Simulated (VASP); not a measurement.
The system is Si2Mo.

```
Mo Si
1.0
    -1.56734    1.56734    3.85026
     1.56734   -1.56734    3.85026
     1.56734    1.56734   -3.85026
Mo Si
1 2
Cartesian
  0.0000 0.0000 0.0000
  0.0000 0.0000 5.1363
  0.0000 0.0000 2.5643
```

Base run:

```yaml
Program: VASP 6.6.1
Functional: PBE
Potentials_or_basis: VASP PAW PBE potentials, release 64 (Mo_sv, Si)
Cutoff: 520 eV
k_mesh: 12 × 12 × 12
Occupations: fermi-dirac, width 0.05 eV
Spin: no spin polarisation
```

Its results: band gap on the k mesh zero (bands 11 and 12 overlap by 1.07 eV); pressure 17.9 GPa; largest force 0.171 eV/Å.

Problem. The run is repeated on the same cell with these changes: functional from PBE to PBEsol; dispersion from none to D4. What comes out?

Solution. Band gap on the k mesh zero (bands 11 and 12 overlap by 1.07 eV); pressure 8.7 GPa; largest force 0.226 eV/Å.

Several settings changed at once.

Caveats: the cell stands under pressure; the PAW data sets were made with another functional, which shifts forces and pressure a little (at least some runs).
